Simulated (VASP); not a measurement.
Input of a VASP 6.6.1 run:

File INCAR:

```
ALGO     = Normal         # electronic algorithm
EDIFF    = 1E-6           # SCF threshold, eV
ENCUT    = 520            # plane-wave cutoff, eV
GGA      = RP             # functional
ISIF     = 2              # what is computed and relaxed
ISMEAR   = -1             # smearing method
LASPH    = True           # aspherical terms in the spheres
LCHARG   = False          # write CHGCAR
LREAL    = False          # projectors in reciprocal space
LWAVE    = False          # write WAVECAR
NBANDS   = 26             # bands
NELM     = 60             # most SCF steps
PREC     = Accurate       # precision mode
SIGMA    = 0.1            # smearing width, eV
```

The input KPOINTS:

```
k-points
0
Gamma
  10 10 14
```

The input POSCAR:

```
Mn
1.0
    3.8807551971      0.0000000000      0.0000000000
   -1.9403775985      3.3608325866      0.0000000000
    0.0000000000      0.0000000000      2.4325492413
Mn
3
Direct
    1.0000000000      1.0000000000      0.0000000000
    0.3333333333      0.6666666667      0.5000000000
    0.6666666667      0.3333333333      0.5000000000
```

Potentials or basis: VASP PAW PBE potentials, release 64 (Mn_pv).

Launch:

```console
$ cat potpaw_PBE.64/Mn_pv/POTCAR > POTCAR
$ mpirun -np 1 vasp_std > vasp.out
```

Q: Predict the pressure.

A: 11.6 GPa.

Stress tensor (GPa, compression positive):
```
11.94  0.00  0.00
 0.00 11.94  0.00
 0.00  0.00 11.01
```

Caveat: the PAW data sets were made with another functional, which shifts forces and pressure a little; the run has no spin polarisation, though such a crystal can be magnetic. Spin polarisation is off, so any magnetic state and its effect on volume and gap are missing.
